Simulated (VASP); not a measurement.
Input of a VASP 6.6.1 run:

Contents of INCAR:

```
PREC = Accurate
ENCUT = 520
EDIFF = 1E-7
ISMEAR = 0
SIGMA = 0.05
LREAL = False
LASPH = True
NELM = 80
ALGO = Normal
ISIF = 2
LWAVE = False
LCHARG = True
GGA = CA
LELF = True
LVHAR = True
NBANDS = 41
```

KPOINTS

```
Automatic mesh
0
Gamma
  6 6 6
```

POSCAR

```
AlGa3N4
1.0
    4.4427300862     -0.2608943698     -0.2608943698
   -0.2608943698      4.4427300862     -0.2608943698
   -0.2608943698     -0.2608943698      4.4427300862
Al Ga N
1 3 4
Direct
    0.0000000000      0.0000000000      0.0000000000
    0.5000000000      0.5000000000      0.0000000000
    0.5000000000      0.0000000000      0.5000000000
    0.0000000000      0.5000000000      0.5000000000
    0.7548078379      0.7548078379      0.2451921621
    0.7548078379      0.2451921621      0.7548078379
    0.2451921621      0.7548078379      0.7548078379
    0.2451921621      0.2451921621      0.2451921621
```

Potentials or basis: VASP PAW LDA potentials, release 64 (Al, Ga_d, N).

Launch:

```sh
$ cat potpaw_LDA.64/Al/POTCAR potpaw_LDA.64/Ga_d/POTCAR potpaw_LDA.64/N/POTCAR > POTCAR
$ mpirun -np 1 vasp_std > vasp.out
```

(1) Predict the band gap on the k mesh.

(2) Predict the largest force.

Answers

(1) 1.76 eV.

(2) 4.215 eV/Å.

Caveat: forces of over 1 eV/Å act on the atoms, so gaps and moduli don't describe the material at rest.
